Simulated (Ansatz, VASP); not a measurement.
One calculation of Mo2H3, two programs

```
CELL_PARAMETERS angstrom
3.51132 0.00000 0.00000
0.00000 4.31958 0.00000
0.00000 0.00000 5.20735
ATOMIC_POSITIONS crystal
H 0.00000 0.00000 0.50000
H 0.50000 0.00000 0.00000
H 0.00000 0.00000 0.00000
Mo 0.50000 0.50000 0.50000
Mo 0.50000 0.00000 0.50000
```

Change from the starting cell: species swapped into the Zr3Cd2 type (Pmmm, No. 47).

Alike in both runs: task single point; functional PBE; k mesh 6 × 4 × 4; occupations gaussian, width 0.1 eV; no spin polarisation.

```csv
,VASP,Ansatz
version,VASP 6.6.1,Ansatz 0.2.0
potentials or method,"VASP PAW PBE potentials, release 64 (H, Mo_sv), cutoff 520 eV","scalar-relativistic, plane waves, PAW"
valence electrons in the cell,31,31
```

|  | VASP | Ansatz | Ansatz less VASP |
| --- | --- | --- | --- |
| gap on the k mesh at the Fermi level (eV) | none | none | - |
| pressure (GPa) | 0.9 | 0.4 | -0.53 |
| traceless stress, the component that is largest in VASP (GPa) | 21.54 | 20.44 | -1.101 |

A gap of «none» marks a metal or a gap that the smearing closes. The functional is the same, so the differences come from potentials, cutoffs and numerics.

The k mesh is coarse, so the values compare programs but aren't converged.
